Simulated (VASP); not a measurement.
# Sn (Fm-3m) in VASP: a series of runs, part 2 of 2

VASP 6.6.1. Earlier steps stand in the parts before.

## 3. Single point, PBE (30.28 Å³/atom)

This run uses another cell than the first one, of 30.28 Å³/atom.

File INCAR:

```
SYSTEM = Sn
ALGO = Normal
EDIFF = 1E-6
ENCUT = 520
GGA = PE
ISIF = 2
ISMEAR = -1
LASPH = .True.
LCHARG = .True.
LELF = .True.
LREAL = .False.
LVHAR = .True.
LWAVE = .False.
NBANDS = 13
NELM = 80
PREC = Accurate
SIGMA = 0.1
```

File KPOINTS:

```
k-points
0
Gamma
  18 18 18
  0 0 0
```

File POSCAR:

```
Sn
1.0
    0.0000000000      2.4737977989      2.4737977989
    2.4737977989      0.0000000000      2.4737977989
    2.4737977989      2.4737977989      0.0000000000
Sn
1
Direct
    0.0000000000      0.0000000000      0.0000000000
```

Potentials or basis: VASP PAW PBE potentials, release 64 (Sn_d).

The run is started by

```sh
cat potpaw_PBE.64/Sn_d/POTCAR > POTCAR
mpirun -np 1 vasp_std > vasp.out
```

OUTCAR:

```text
SYSTEM = Sn
   EDIFF = 1E-6
   ENCUT = 520
   GGA = PE
   ISIF = 2
   ISMEAR = -1
   LASPH = .True.
   LREAL = .False.
   NELM = 80
   PREC = Accurate

 ion  position               nearest neighbor table
   1  0.000  0.000  0.000-

  LATTYP: Found a face centered cubic cell.
 ALAT       =     4.9475955978

  Lattice vectors:

 A1 = (   0.0000000000,   2.4737977989,   2.4737977989)
 A2 = (   2.4737977989,   0.0000000000,   2.4737977989)
 A3 = (   2.4737977989,   2.4737977989,   0.0000000000)

Analysis of symmetry for initial positions (statically):
=====================================================================
 Subroutine PRICEL returns:
 Original cell was already a primitive cell.

 Routine SETGRP: Setting up the symmetry group for a
 face centered cubic supercell.

 Subroutine GETGRP returns: Found 48 space group operations
 (whereof 48 operations were pure point group operations)
 out of a pool of 48 trial point group operations.

The static configuration has the point symmetry O_h .

Analysis of symmetry for dynamics (positions and initial velocities):
=====================================================================
 Subroutine PRICEL returns:
 Original cell was already a primitive cell.

 Routine SETGRP: Setting up the symmetry group for a
 face centered cubic supercell.

 Subroutine GETGRP returns: Found 48 space group operations
 (whereof 48 operations were pure point group operations)
 out of a pool of 48 trial point group operations.

The dynamic configuration has the point symmetry O_h .

 Subroutine INISYM returns: Found 48 space group operations
 (whereof 48 operations are pure point group operations),
 and found     1 'primitive' translations

----------------------------------------------------------------------------------------

                                     Primitive cell

  volume of cell :      30.2777

  direct lattice vectors                    reciprocal lattice vectors
     0.000000000  2.473797799  2.473797799    -0.202118379  0.202118379  0.202118379
     2.473797799  0.000000000  2.473797799     0.202118379 -0.202118379  0.202118379
     2.473797799  2.473797799  0.000000000     0.202118379  0.202118379 -0.202118379

  length of vectors
     3.498478398  3.498478398  3.498478398     0.350079301  0.350079301  0.350079301

  position of ions in fractional coordinates (direct lattice)
     0.000000000  0.000000000  0.000000000

  ion indices of the primitive-cell ions
   primitive index   ion index
                 1           1

----------------------------------------------------------------------------------------

 KPOINTS: k-points

Automatic generation of k-mesh.
 Grid dimensions read from file:
 generate k-points for:   18   18   18

 Generating k-lattice:

  Cartesian coordinates                     Fractional coordinates (reciprocal lattice)
    -0.011228799  0.011228799  0.011228799     0.055555556  0.000000000  0.000000000
     0.011228799 -0.011228799  0.011228799     0.000000000  0.055555556  0.000000000
     0.011228799  0.011228799 -0.011228799     0.000000000  0.000000000  0.055555556

  Length of vectors
     0.019448850  0.019448850  0.019448850

  Shift w.r.t. Gamma in fractional coordinates (k-lattice)
     0.000000000  0.000000000  0.000000000

 Subroutine IBZKPT returns following result:
 ===========================================

 Found    195 irreducible k-points:

 Following reciprocal coordinates:
            Coordinates               Weight
  0.000000  0.000000  0.000000      1.000000
  0.055556  0.000000  0.000000      8.000000
  0.111111  0.000000  0.000000      8.000000
  0.166667  0.000000  0.000000      8.000000
  0.222222  0.000000  0.000000      8.000000
  0.277778  0.000000  0.000000      8.000000
[... 16 lines left out ...]
 -0.277778  0.055556  0.000000     24.000000
 -0.222222  0.055556  0.000000     24.000000
 [... further k-points ...]
   k-points           NKPTS =    195   k-points in BZ     NKDIM =    195   number of bands    NBANDS=     13
   number of dos      NEDOS =    301   number of ions     NIONS =      1
   total plane-waves  NPLWV =  21952
   dimension x,y,z NGX =    28 NGY =   28 NGZ =   28
   dimension x,y,z NGXF=    56 NGYF=   56 NGZF=   56
   ions per type =               1
   NGX,Y,Z   is equivalent  to a cutoff of  13.31, 13.31, 13.31 a.u.
   NGXF,Y,Z  is equivalent  to a cutoff of  26.61, 26.61, 26.61 a.u.
 SYSTEM =  Sn
   PREC   = accura    normal or accurate (medium, high low for compatibility)
   ISTART =      0    job   : 0-new  1-cont  2-samecut
   ICHARG =      2    charge: 1-file 2-atom 10-const
   ISPIN  =      1    spin polarized calculation?
   LNONCOLLINEAR =      F non collinear calculations
   LSORBIT =      F    spin-orbit coupling
   LASPH  =      T    aspherical Exc in radial PAW
   ENCUT  =  520.0 eV  38.22 Ry    6.18 a.u.   6.50  6.50  6.50*2*pi/ulx,y,z
   NELM   =     80;   NELMIN=  2; NELMDL= -5     # of ELM steps
   EDIFF  = 0.1E-05   stopping-criterion for ELM
   LREAL  =      F    real-space projection
   EDIFFG = 0.1E-04   stopping-criterion for IOM
   NSW    =      0    number of steps for IOM
   IBRION =     -1    ionic relax: 0-MD 1-quasi-New 2-CG
   NFREE  =      0    steps in history (QN), initial steepest desc. (CG)
   ISIF   =      2    stress and relaxation
   ISYM   =      2    0-nonsym 1-usesym 2-fastsym
   POTIM  = 0.5000    time-step for ionic-motion
   TEBEG  =    0.0;   TEEND  =   0.0 temperature during run
   PSTRESS=    0.0 pullay stress
   NELECT =      14.0000    total number of electrons
   NUPDOWN=      -1.0000    fix difference up-down
   EMIN   =  10.00;   EMAX   =-10.00  energy-range for DOS
   EFERMI =   0.00;   METHOD = LEGACY
   ISMEAR =    -1;   SIGMA  =   0.10  broadening in eV -4-tet -1-fermi 0-gaus
   EFERMI_NEDOS =   21; number of points for ismear=-14 and -15
   IALGO  =     38    algorithm
   IMIX   =      4    mixing-type and parameters
     AMIX     =   0.40;   BMIX     =  1.00
     AMIX_MAG =   1.60;   BMIX_MAG =  1.00
  volume/ion in A,a.u.               =      30.28       204.32
  Fermi-wavevector in a.u.,A,eV,Ry     =   1.265931  2.392262 21.804437  1.602581
  Thomas-Fermi vector in A             =   2.399158
   LORBIT       =      0    0 simple, 1 ext, 2 COOP (PROOUT), +10 PAW based schemes
   GGA     = PE    functional components
   LHFCALC =     F    Hartree Fock is set to
   AEXX    =    0.0000 exact exchange contribution
   IVDW    =     0    specifies the selected vdW correction
   LEPSILON=     F    determine dielectric tensor
   LRPA    =     F    only Hartree local field effects (RPA)
 non-spin polarized calculation
  energy-cutoff  :      520.00
  volume of cell :       30.28
 maximum number of plane-waves:       869
 NGX is ok and might be reduce to    28
   NGX = 13   NGY = 13   NGZ = 13

 number of electron      14.0000002 magnetization

 Free energy of the ion-electron system (eV)
  ---------------------------------------------------
  ext. energy  EPLUGINS =         0.00000000
  ---------------------------------------------------
  free energy    TOTEN  =        -3.77074484 eV

  energy without entropy =       -3.75057954  energy(sigma->0) =       -3.76066219

 E-fermi :   6.9013     XC(G=0):  -9.8674

 val. band max:        6.8855382197   @ k =  -0.3333   0.2778   0.0556
 cond. band min:       6.9023631898   @ k =   0.3889   0.2778   0.0000
 fundamental gap:      0.0168249701
 Fermi energy:         6.9012678388

 k-point     1 :       0.0000    0.0000    0.0000
  band No.  band energies     occupation
      1     -14.6314      2.00000
      2     -14.6314      2.00000
      3     -14.6314      2.00000
      4     -14.5781      2.00000
      5     -14.5781      2.00000
      6      -3.4961      2.00000
      7      13.7369      0.00000
      8      13.7369      0.00000
      9      13.7369      0.00000
     10      17.3665      0.00000
     11      18.0926      0.00000
     12      18.0926      0.00000
     13      18.0926      0.00000

 k-point     2 :       0.0556    0.0000    0.0000
  band No.  band energies     occupation
      1     -14.6311      2.00000
      2     -14.6295      2.00000
      3     -14.6295      2.00000
      4     -14.5781      2.00000
      5     -14.5781      2.00000
      6      -3.4382      2.00000
      7      13.1059      0.00000
      8      13.6516      0.00000
      9      13.6516      0.00000
     10      16.8556      0.00000
     11      18.2439      0.00000
[... 339 lines left out ...]
 k-point    24 :      -0.2222    0.0556    0.0000
  band No.  band energies     occupation
      1     -14.6287      2.00000
      2     -14.6153      2.00000
      3     -14.6150      2.00000
      4     -14.5713      2.00000
      5     -14.5575      2.00000
      6      -2.3639      2.00000
      7       8.0307      0.00002
      8      11.8104      0.00000
      9      13.1828      0.00000
     10      16.3369      0.00000
     11      17.9706      0.00000
     12      18.1153      0.00000
     13      19.9593      0.00000

 [... further k-points ...]
[... 5 lines left out ...]
  --------------------------------------------------------------------------------------
  -------------------------------------------------------------------------------------
  Total       -0.5818719     -0.5818719     -0.5818719      0.0000000     -0.0000000      0.0000000
  in kB      -30.7904008    -30.7904008    -30.7904008      0.0000000     -0.0000000      0.0000000
  external PRESSURE =     -30.7904008 kB  Pullay stress =       0.0000000 kB

 VOLUME and BASIS-vectors are now :
 -----------------------------------------------------------------------------
  energy-cutoff  :      520.00
  volume of cell :       30.28
      direct lattice vectors                 reciprocal lattice vectors
     0.000000000  2.473797799  2.473797799    -0.202118379  0.202118379  0.202118379
     2.473797799  0.000000000  2.473797799     0.202118379 -0.202118379  0.202118379
     2.473797799  2.473797799  0.000000000     0.202118379  0.202118379 -0.202118379

 POSITION                                       TOTAL-FORCE (eV/Angst)
 -----------------------------------------------------------------------------------
      0.00000      0.00000      0.00000         0.000000      0.000000      0.000000
 -----------------------------------------------------------------------------------
    total drift:                               -0.000000     -0.000000     -0.000000

  FREE ENERGIE OF THE ION-ELECTRON SYSTEM (eV)
  ---------------------------------------------------
  free  energy   TOTEN  =        -3.7707448379 eV

  energy  without entropy=       -3.7505795412  energy(sigma->0) =       -3.76066219
```

Wall time 51 s (1 thread of Intel Xeon Platinum 8259CL at 2.50GHz (Skylake/Cascade Lake), shared host); peak memory 0.21 GiB.

Results:

- Free energy: -3.7707 eV
- Pressure: -3.1 GPa
- Band gap on the k mesh: zero (bands 7 and 8 overlap by 8.51 eV)

Caveat: the cell stands under tension; spin-orbit coupling is left out, which moves the levels of the heavy elements.

## 4. Single point, PBE (31.40 Å³/atom)

This run uses another cell than the first one, of 31.40 Å³/atom.

File INCAR:

```
SYSTEM = Sn
ALGO = Normal
EDIFF = 1E-7
ENCUT = 520
GGA = PE
ISIF = 2
ISMEAR = -1
LASPH = .TRUE.
LCHARG = .TRUE.
LELF = .TRUE.
LREAL = .FALSE.
LVHAR = .TRUE.
LWAVE = .FALSE.
NBANDS = 13
NELM = 100
PREC = Accurate
SIGMA = 0.1
```

File KPOINTS:

```
k-points
0
G
  18 18 18
  0 0 0
```

File POSCAR:

```
Sn
1.0
    0.0000000000      2.5039690383      2.5039690383
    2.5039690383      0.0000000000      2.5039690383
    2.5039690383      2.5039690383      0.0000000000
Sn
1
Direct
    0.0000000000      0.0000000000      0.0000000000
```

The run is started by

```sh
cat potpaw_PBE.64/Sn_d/POTCAR > POTCAR
mpirun -np 1 vasp_std > vasp.out
```

It took 51 s on 1 thread of Intel Xeon Platinum 8259CL at 2.50GHz (Skylake/Cascade Lake), shared host; peak memory 0.21 GiB.

Results (log left out):

```
Free energy            : -3.7458 eV
Pressure               : -4.1 GPa
Band gap on the k mesh : zero (bands 7 and 8 overlap by 8.15 eV)
```

Levels at points of the mesh, in eV from the Fermi level:
| k point | band 4 | band 5 | band 6 | band 7 | band 8 | band 9 | band 10 | band 11 |
| --- | --- | --- | --- | --- | --- | --- | --- | --- |
| (0.00, 0.00, 0.00) | -21.48 | -21.48 | -10.17 | 6.56 | 6.56 | 6.56 | 10.41 | 10.99 |
| (0.50, 0.00, 0.00) | -21.43 | -21.43 | -6.60 | -3.92 | 4.98 | 4.98 | 9.00 | 9.80 |
| (0.50, 0.50, 0.00) | -21.42 | -21.42 | -5.08 | -3.06 | 1.88 | 1.88 | 5.01 | 5.56 |

Caveat: the cell stands under tension; spin-orbit coupling is left out, which moves the levels of the heavy elements.

## 5. Overview

| cell | gap on the mesh (eV) | pressure (GPa) |
| --- | --- | --- |
| a = 3.455 Å, angles 60.0°, 1 atom | none | -1.8 |
| a = 3.498 Å, angles 60.0°, 1 atom | none | -3.1 |
| a = 3.541 Å, angles 60.0°, 1 atom | none | -4.1 |

Alike in all rows: task single point; level PBE; potentials or basis VASP PAW PBE potentials, release 64 (Sn_d); no spin polarisation; k mesh 18 × 18 × 18; cutoff (eV) 520; smearing fermi-dirac 0.1 eV.

Caveats: spin-orbit coupling is left out, which moves the levels of the heavy elements; the cell stands under tension (at least some runs).

Absolute energies hang on the potentials; compare differences alone.

The gap in the log of VASP goes by the Fermi energy; the results here count the filled bands.